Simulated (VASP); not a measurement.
Input of a VASP 6.6.1 run:

INCAR

```
SYSTEM = Sb
ALGO = Normal ; EDIFF = 1E-6
EDIFFG = -0.005 ; ENCUT = 600
GGA = PE ; IBRION = 2
ISIF = 3 ; ISMEAR = -1
LASPH = .TRUE. ; LCHARG = .FALSE.
LREAL = .FALSE. ; LWAVE = .FALSE.
NELM = 60 ; NSW = 60
PREC = Accurate ; SIGMA = 0.05
```

The input KPOINTS:

```
k-points
0
G
  13 13 12
  0 0 0
```

Contents of POSCAR:

```
Sb
1.0
    3.2949156045      0.0000000000      0.0000000000
   -1.6474578022      2.8534806168      0.0000000000
    0.0000000000      0.0000000000      3.0972206682
Sb
1
Direct
    0.0000000000      0.0000000000      0.0000000000
```

Potentials or basis: VASP PAW PBE potentials, release 64 (Sb).

The run is started by

```console
$ cat potpaw_PBE.64/Sb/POTCAR > POTCAR
$ mpirun -np 1 vasp_std > vasp.out
```

Problem. What does it give for the relaxed volume?

Solution. 29.14 Å³/atom.

Problem. Estimate the space group after relaxing (to 0.05 Å).

Solution. P6/mmm (No. 191).

Problem. Estimate the relaxed cell.

Solution. a = 3.282 Å, b = 3.282 Å, c = 3.124 Å, α = 90.00°, β = 90.00°, γ = 120.00°.

Step by step:
| step | energy change (eV) | largest force (eV/Å) | pressure (GPa) | volume (Å³) |
| --- | --- | --- | --- | --- |
| 1 | 0.0000 | 0.0000 | 0.06 | 29.12 |
| 2 | -0.0011 | 0.0000 | -0.05 | 29.16 |
| 3 | -0.0011 | 0.0000 | -0.05 | 29.16 |
| 4 | -0.0011 | 0.0000 | -0.05 | 29.16 |
| 5 | -0.0011 | 0.0000 | 0.02 | 29.12 |
| 6 | -0.0011 | 0.0000 | 0.02 | 29.14 |
| 7 | -0.0011 | 0.0000 | 0.00 | 29.14 |
